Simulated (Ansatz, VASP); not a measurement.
One calculation of Al3Cu, two programs

File INCAR:

```
PREC     = Accurate       # precision mode
ENCUT    = 520            # plane-wave cutoff, eV
EDIFF    = 1E-6           # SCF threshold, eV
ISMEAR   = -1             # smearing method
SIGMA    = 0.2            # smearing width, eV
LREAL    = False          # projectors in reciprocal space
LASPH    = True           # aspherical terms in the spheres
NELM     = 60             # most SCF steps
ALGO     = Fast           # electronic algorithm
ISIF     = 2              # what is computed and relaxed
LWAVE    = False          # write WAVECAR
LCHARG   = False          # write CHGCAR
GGA      = PS             # functional
NBANDS   = 18             # bands
```

KPOINTS

```
regular mesh
0
Gamma
  16 16 6
```

File POSCAR:

```
Al3Cu
1.0
    2.7784054294      0.0000000000      0.0000000000
    0.0000000000      2.7784054294      0.0000000000
    0.0000000000      0.0000000000      7.5134034100
Al Cu
3 1
Direct
    0.0000000000      0.0000000000      0.5000000000
    0.5000000000      0.5000000000      0.2261155100
    0.5000000000      0.5000000000      0.7738844900
    0.0000000000      0.0000000000      0.0000000000
```

Input for Ansatz:

```yaml
crystal:
  lattice:
    - [2.7784054294, 0.0, 0.0]
    - [0.0, 2.7784054294, 0.0]
    - [0.0, 0.0, 7.51340341]
  atoms:
    - { symbol: Al, position: [0.0, 0.0, 0.5] }
    - { symbol: Al, position: [0.5, 0.5, 0.22611551] }
    - { symbol: Al, position: [0.5, 0.5, 0.77388449] }
    - { symbol: Cu, position: [0.0, 0.0, 0.0] }
basis:
  ecutwfc: 420
kpoints:
  mp_grid: { grid: [16, 16, 6] }
hamiltonian:
  xc: pbesol
scf:
  occupations: { method: fermi_dirac, width: 0.2 }
output:
  forces: true
  stress: true
  eigenvalues: true
```

Alike in both runs: task single point; functional PBEsol; k mesh 16 × 16 × 6; occupations fermi-dirac, width 0.2 eV; no spin polarisation.

|  | VASP | Ansatz |
| --- | --- | --- |
| version | VASP 6.6.1 | Ansatz 0.2.0 |
| potentials or method | VASP PAW PBE potentials, release 64 (Al, Cu), cutoff 520 eV | scalar-relativistic, plane waves, PAW |
| valence electrons in the cell | 20 | 28 |

```csv
,VASP,Ansatz,Ansatz less VASP
gap on the k mesh at the Fermi level (eV),none,none,-
pressure (GPa),1.4,1.1,-0.32
"traceless stress, the component that is largest in VASP (GPa)",0.33,0.32,-0.013
rms of the force components (eV/Å),0.071,0.079,+0.0079
```

VASP's potentials were made for PBE, not for PBEsol. Atom by atom the forces differ by 0.008 eV/Å (rms over components). A gap of «none» marks a metal or a gap that the smearing closes. The functional is the same, so the differences come from potentials, cutoffs and numerics. VASP's potentials hold 20 valence electrons a cell and Ansatz's 28, so a difference there can come from the potentials and not from the codes.
